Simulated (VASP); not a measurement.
# CdS in VASP: further runs

The runs below take CdS through single point, with PBE, PBE+U.

Program: VASP 6.6.1. These are calculated values, not measurements. Logs are shortened: lines on timing, memory, paths and dates and some standing lists are left out, and cuts for length are marked.

### 1 The cell of the first run

The typed cell holds 2 atoms: a = 3.927 Å, b = 3.851 Å, c = 3.833 Å, α = 60.11°, β = 59.32°, γ = 60.25°.

### 2 Single point, PBE

INCAR

```
PREC = Accurate ; ENCUT = 500
EDIFF = 1E-6 ; ISMEAR = 0
SIGMA = 0.1 ; LREAL = F
LASPH = T ; NELM = 120
ALGO = Normal ; ISIF = 2
LWAVE = F ; LCHARG = F
GGA = PE ; NBANDS = 16
GGA_COMPAT = F
```

KPOINTS

```
Automatic mesh
0
Gamma
  4 4 4
```

POSCAR

```
CdS
1.0
   -0.0215303527      2.7930363048      2.7609442767
    2.7088627881      0.0028283661      2.7365855579
    2.6802405502      2.7400553481      0.0314506040
Cd S
1 1
Direct
    0.0000000000      0.0000000000      0.0000000000
    0.5000000000      0.5000000000      0.5000000000
```

Potentials or basis: VASP PAW PBE potentials, release 64 (Cd, S).

Launch:

```bash
> cat potpaw_PBE.64/Cd/POTCAR potpaw_PBE.64/S/POTCAR > POTCAR
> mpirun -np 1 vasp_std > vasp.out
```

OUTCAR:

```text
PREC = Accurate
   ENCUT = 500
   EDIFF = 1E-6
   ISMEAR = 0
   LREAL = F
   LASPH = T
   NELM = 120
   ISIF = 2
   GGA = PE

 ion  position               nearest neighbor table
   1  0.000  0.000  0.000-   2 2.71   2 2.71   2 2.73   2 2.73   2 2.77   2 2.77
   2  0.500  0.500  0.500-   1 2.71   1 2.71   1 2.73   1 2.73   1 2.77   1 2.77

  LATTYP: Found a triclinic cell.
 ALAT       =     3.8330903796
 B/A-ratio  =     1.4429016093
 C/A-ratio  =     1.0045587264
 COS(alpha) =     0.0015266342
 COS(beta)  =     0.4982682669
 COS(gamma) =     0.7085187333

  Lattice vectors:

 A1 = (   2.6802405502,   2.7400553481,   0.0314506040)
 A2 = (  -0.0501525906,   5.5302632868,   0.0558093228)
 A3 = (   2.7088627881,   0.0028283661,   2.7365855579)

Analysis of symmetry for initial positions (statically):
=====================================================================
 Subroutine PRICEL returns:
 Original cell was already a primitive cell.

 Routine SETGRP: Setting up the symmetry group for a
 triclinic supercell.

 Subroutine GETGRP returns: Found  2 space group operations
 (whereof  2 operations were pure point group operations)
 out of a pool of  2 trial point group operations.

The static configuration has the point symmetry S_2 .

Analysis of symmetry for dynamics (positions and initial velocities):
=====================================================================
 Subroutine PRICEL returns:
 Original cell was already a primitive cell.

 Routine SETGRP: Setting up the symmetry group for a
 triclinic supercell.

 Subroutine GETGRP returns: Found  2 space group operations
 (whereof  2 operations were pure point group operations)
 out of a pool of  2 trial point group operations.

The dynamic configuration has the point symmetry S_2 .

 Subroutine INISYM returns: Found  2 space group operations
 (whereof  2 operations are pure point group operations),
 and found     1 'primitive' translations

----------------------------------------------------------------------------------------

                                     Primitive cell

  volume of cell :      40.8816
[... 77 lines left out ...]
   NGX,Y,Z   is equivalent  to a cutoff of  12.70, 12.09, 12.14 a.u.
   NGXF,Y,Z  is equivalent  to a cutoff of  25.40, 24.18, 24.29 a.u.
 SYSTEM =  unknown system
   PREC   = accura    normal or accurate (medium, high low for compatibility)
   ISTART =      0    job   : 0-new  1-cont  2-samecut
   ICHARG =      2    charge: 1-file 2-atom 10-const
   ISPIN  =      1    spin polarized calculation?
   LNONCOLLINEAR =      F non collinear calculations
   LSORBIT =      F    spin-orbit coupling
   LASPH  =      T    aspherical Exc in radial PAW
   ENCUT  =  500.0 eV  36.75 Ry    6.06 a.u.   7.16  7.02  6.99*2*pi/ulx,y,z
   NELM   =    120;   NELMIN=  2; NELMDL= -5     # of ELM steps
   EDIFF  = 0.1E-05   stopping-criterion for ELM
   LREAL  =      F    real-space projection
   EDIFFG = 0.1E-04   stopping-criterion for IOM
   NSW    =      0    number of steps for IOM
   IBRION =     -1    ionic relax: 0-MD 1-quasi-New 2-CG
   NFREE  =      0    steps in history (QN), initial steepest desc. (CG)
   ISIF   =      2    stress and relaxation
   ISYM   =      2    0-nonsym 1-usesym 2-fastsym
   POTIM  = 0.5000    time-step for ionic-motion
   TEBEG  =    0.0;   TEEND  =   0.0 temperature during run
   PSTRESS=    0.0 pullay stress
   NELECT =      18.0000    total number of electrons
   NUPDOWN=      -1.0000    fix difference up-down
   EMIN   =  10.00;   EMAX   =-10.00  energy-range for DOS
   EFERMI =   0.00;   METHOD = LEGACY
   ISMEAR =     0;   SIGMA  =   0.10  broadening in eV -4-tet -1-fermi 0-gaus
   EFERMI_NEDOS =   21; number of points for ismear=-14 and -15
   IALGO  =     38    algorithm
   IMIX   =      4    mixing-type and parameters
     AMIX     =   0.40;   BMIX     =  1.00
     AMIX_MAG =   1.60;   BMIX_MAG =  1.00
  volume/ion in A,a.u.               =      20.44       137.94
  Fermi-wavevector in a.u.,A,eV,Ry     =   1.245441  2.353542 21.104306  1.551123
  Thomas-Fermi vector in A             =   2.379663
   LORBIT       =      0    0 simple, 1 ext, 2 COOP (PROOUT), +10 PAW based schemes
   GGA     = PE    functional components
   LHFCALC =     F    Hartree Fock is set to
   AEXX    =    0.0000 exact exchange contribution
   IVDW    =     0    specifies the selected vdW correction
   LEPSILON=     F    determine dielectric tensor
   LRPA    =     F    only Hartree local field effects (RPA)
 non-spin polarized calculation
 Gauss-broadening in eV      SIGMA  =   0.10
  energy-cutoff  :      500.00
  volume of cell :       40.88
 maximum number of plane-waves:      1046
 NGX is ok and might be reduce to    30
   NGX = 15   NGY = 13   NGZ = 13

 number of electron      18.0000003 magnetization

 Free energy of the ion-electron system (eV)
  ---------------------------------------------------
  ext. energy  EPLUGINS =         0.00000000
  ---------------------------------------------------
  free energy    TOTEN  =        -5.78918724 eV

  energy without entropy =       -5.78596238  energy(sigma->0) =       -5.78757481

 E-fermi :   3.0890     XC(G=0): -10.3974

 val. band max:        3.0232752294   @ k =   0.5000  -0.0000  -0.0000
 cond. band min:       3.1202381700   @ k =  -0.0000   0.5000   0.5000
 fundamental gap:      0.0969629406
 Fermi energy:         3.0890157398

 k-point     1 :       0.0000    0.0000    0.0000
  band No.  band energies     occupation
      1      -9.8555      2.00000
      2      -4.7331      2.00000
      3      -4.7250      2.00000
      4      -4.7141      2.00000
      5      -4.7016      2.00000
      6      -4.6930      2.00000
[... 433 lines left out ...]
      3      -4.8287      2.00000
      4      -4.6768      2.00000
      5      -4.4852      2.00000
      6      -4.3678      2.00000
[... 8 lines left out ...]
     15      16.4852      0.00000
     16      17.9137      0.00000

 [... further k-points ...]
[... 5 lines left out ...]
  --------------------------------------------------------------------------------------
  -------------------------------------------------------------------------------------
  Total        0.6540133      0.3140715      0.4929872      0.1474629     -0.1603289     -0.0180053
  in kB       25.6312272     12.3086755     19.3205062      5.7791707     -6.2833997     -0.7056397
  external PRESSURE =      19.0868030 kB  Pullay stress =       0.0000000 kB

 VOLUME and BASIS-vectors are now :
 -----------------------------------------------------------------------------
  energy-cutoff  :      500.00
  volume of cell :       40.88
      direct lattice vectors                 reciprocal lattice vectors
    -0.021530353  2.793036305  2.760944277    -0.183415253  0.177329513  0.181373902
     2.708862788  0.002828366  2.736585558     0.182901342 -0.181027015  0.184557493
     2.680240550  2.740055348  0.031450604     0.186772924  0.184384685 -0.185071404

 POSITION                                       TOTAL-FORCE (eV/Angst)
 -----------------------------------------------------------------------------------
      0.00000      0.00000      0.00000         0.000000      0.000000     -0.000000
      2.68379      2.76796      2.76449         0.000000      0.000000      0.000000
 -----------------------------------------------------------------------------------
    total drift:                               -0.000000      0.000000      0.000000

  FREE ENERGIE OF THE ION-ELECTRON SYSTEM (eV)
  ---------------------------------------------------
  free  energy   TOTEN  =        -5.7891872380 eV

  energy  without entropy=       -5.7859623787  energy(sigma->0) =       -5.78757481
```

OSZICAR:

```text
N       E                     dE             d eps       ncg     rms          rms(c)
DAV:   1     0.108451542904E+03    0.10845E+03   -0.91233E+03  1176   0.103E+03
DAV:   2    -0.252110594639E+01   -0.11097E+03   -0.10356E+03  1392   0.254E+02
DAV:   3    -0.638564623875E+01   -0.38645E+01   -0.38588E+01  1440   0.499E+01
DAV:   4    -0.640300337917E+01   -0.17357E-01   -0.17355E-01  1456   0.336E+00
DAV:   5    -0.640316574185E+01   -0.16236E-03   -0.16236E-03  1384   0.312E-01    0.748E+00
DAV:   6    -0.581903212187E+01    0.58413E+00   -0.86239E-01  1488   0.116E+01    0.634E+00
DAV:   7    -0.579005642943E+01    0.28976E-01   -0.18925E-01  1392   0.312E+00    0.325E+00
DAV:   8    -0.578973215564E+01    0.32427E-03   -0.23132E-02  1360   0.190E+00    0.375E-01
DAV:   9    -0.578919170519E+01    0.54045E-03   -0.35987E-03  1560   0.801E-01    0.829E-02
DAV:  10    -0.578915900271E+01    0.32702E-04   -0.47099E-04  1360   0.221E-01    0.497E-02
DAV:  11    -0.578918664123E+01   -0.27639E-04   -0.55983E-05  1528   0.616E-02    0.471E-02
DAV:  12    -0.578918855488E+01   -0.19136E-05   -0.33318E-05  1360   0.372E-02    0.166E-02
DAV:  13    -0.578918718786E+01    0.13670E-05   -0.45922E-06  1368   0.166E-02    0.586E-03
DAV:  14    -0.578918723795E+01   -0.50093E-07   -0.39607E-07   880   0.455E-03
   1 F= -.57891872E+01 E0= -.57875748E+01  d E =-.322486E-02
```

It used 21 s of CPU time on 1 thread of Intel Xeon 6455B (shared host).

Results:

```
Free energy            : -5.7892 eV
Pressure               : 1.9 GPa
Band gap on the k mesh : 0.10 eV, indirect (least direct gap 1.51 eV)
```

Caveat: the k points lie up to 0.50 Å⁻¹ apart. A k mesh can miss the band edges.

### 3 Single point, PBE+U

This run uses another cell than the first one, of 20.87 Å³/atom, 1.021 times its volume.

INCAR

```
SYSTEM = CdS
  PREC = Accurate
  ENCUT = 540
  EDIFF = 1E-6
  ISMEAR = 0
  SIGMA = 0.1
  LREAL = .FALSE.
  LASPH = .TRUE.
  NELM = 200
  ALGO = Normal
  ISIF = 2
  LWAVE = .FALSE.
  LCHARG = .FALSE.
  LDAU = .TRUE.
  LDAUTYPE = 2
  LDAUL = 2 -1
  LDAUU = 5.2 0
  LDAUJ = 0 0
  LDAUPRINT = 1
  GGA = PE
  ISYM = 0
  NBANDS = 20
  GGA_COMPAT = .FALSE.
```

KPOINTS

```
regular mesh
0
G
  5 2 1
  0 0 0
```

POSCAR

```
CdS
1.0
    0.0000000000      2.7532440000      2.7532440000
    2.7532440000      0.0000000000      2.7532440000
    2.7532440000      2.7532440000      0.0000000000
Cd S
1 1
Direct
    0.0000000000      0.0000000000      0.0000000000
    0.5000000000      0.5000000000      0.5000000000
```

Potentials or basis: VASP PAW PBE potentials, release 64 (Cd_sv_GW, S).

Launch:

```bash
> cat potpaw_PBE.64/Cd_sv_GW/POTCAR potpaw_PBE.64/S/POTCAR > POTCAR
> mpirun -np 1 vasp_std > vasp.out
```

Wall time 13 s (1 thread of Intel Xeon Platinum 8375C at 2.90GHz (Ice Lake), shared host); peak memory 0.17 GiB.

Results (log left out):

- Free energy: -2.3601 eV
- Pressure: 5.8 GPa
- Band gap on the k mesh: 0.67 eV, indirect (least direct gap 1.30 eV)

Levels at points of the mesh, in eV from the valence-band top:
```tsv
k point	band 9	band 10	band 11	band 12	band 13	band 14	band 15	band 16	band 17	band 18
(0.00, 0.00, 0.00)	-9.71	-9.70	-0.71	-0.64	-0.53	0.77	8.84	8.88	9.01	10.93
(0.00, 0.50, 0.00)	-9.59	-9.54	-5.08	-0.15	0.00	3.41	5.67	5.83	6.60	11.95
```

Eigenvalues of the final occupation matrices:
| site | spin | trace | eigenvalues |
| --- | --- | --- | --- |
| site 1 d | 1 | 4.67 | 0.92 0.93 0.93 0.94 0.94 |
| site 1 d | 2 | 4.67 | 0.92 0.93 0.93 0.94 0.94 |

Caveat: the k points lie up to 1.98 Å⁻¹ apart. A k mesh can miss the band edges.
